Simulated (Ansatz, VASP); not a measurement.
**ZnSnP2: VASP beside Ansatz**

```
Zn Sn P
1.0
    -2.95110    2.95110    5.92280
     2.95110   -2.95110    5.92280
     2.95110    2.95110   -5.92280
Zn Sn P
2 2 4
Direct
  0.75000 0.25000 0.50000
  0.00000 0.00000 0.00000
  0.25000 0.75000 0.50000
  0.50000 0.50000 0.00000
  0.37500 0.35049 0.47549
  0.64951 0.12500 0.02451
  0.10049 0.62500 0.97549
  0.87500 0.89951 0.52451
```

Alike in both runs: task single point; functional PBEsol; k mesh 8 × 8 × 8; occupations gaussian, width 0.05 eV; no spin polarisation.

|  | VASP | Ansatz |
| --- | --- | --- |
| version | VASP 6.6.1 | Ansatz 0.2.0 |
| potentials or method | VASP PAW PBE potentials, release 64 (Zn, Sn_d, P), cutoff 500 eV | scalar-relativistic, plane waves, PAW |
| valence electrons in the cell | 72 | 72 |

Ansatz gave:

| Quantity | Value |
| --- | --- |
| gap on the k mesh at the Fermi level (eV) | 0.07 |
| least direct gap on the mesh (eV) | 0.07 |
| pressure (GPa) | -7.8 |
| traceless stress, the component that is largest in VASP (GPa) | 0.06 |
| rms of the force components (eV/Å) | 0.099 |

Which values does VASP return?

gap on the k mesh at the Fermi level (eV): 0.08; least direct gap on the mesh (eV): 0.08; pressure (GPa): -7.7; traceless stress, the component that is largest in VASP (GPa): 0.07; rms of the force components (eV/Å): 0.104.

VASP's potentials were made for PBE, not for PBEsol. Atom by atom the forces differ by 0.005 eV/Å (rms over components). The functional is the same, so the differences come from potentials, cutoffs and numerics.
